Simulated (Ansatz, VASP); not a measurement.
## One calculation of HgTe, two programs

```xyz
2
Lattice="0.0000 2.9215 2.8923 2.9215 0.0000 2.8923 2.9215 2.9215 0.0000" Properties=species:S:1:pos:R:3 pbc="T T T"
Hg    0.0000    0.0000    0.0000
Te    2.9215    2.9215    2.8923
```

Change from the starting cell: zz strain of -1 %, crystal datasets.

Alike in both runs: task electric field gradients; functional LDA; k mesh 10 × 10 × 10; occupations fermi-dirac, width 0.08 eV; no spin polarisation.

```csv
,VASP,Ansatz
version,VASP 6.6.1,Ansatz 0.2.0
potentials or method,"VASP PAW LDA potentials, release 64 (Hg, Te), cutoff 400 eV","all-electron PAW with datasets made for the crystal, scalar-relativistic"
```

Ansatz gave:

* pressure (GPa): 4.8
* traceless stress, the component that is largest in VASP (GPa): 0.92
* size of Vzz on the site where it differs most (V/Å²): 13.9

**Question.** Which values does VASP return?

**Answer.** Pressure (GPa): 5.3; traceless stress, the component that is largest in VASP (GPa): 0.96; size of Vzz on the site where it differs most (V/Å²): 20.8.

LDA's correlation is that of Perdew and Zunger in VASP and of Perdew and Wang (1992) in Ansatz. Ansatz ran all-electron here, and VASP with PAW potentials.

Neither program's run includes spin-orbit coupling.
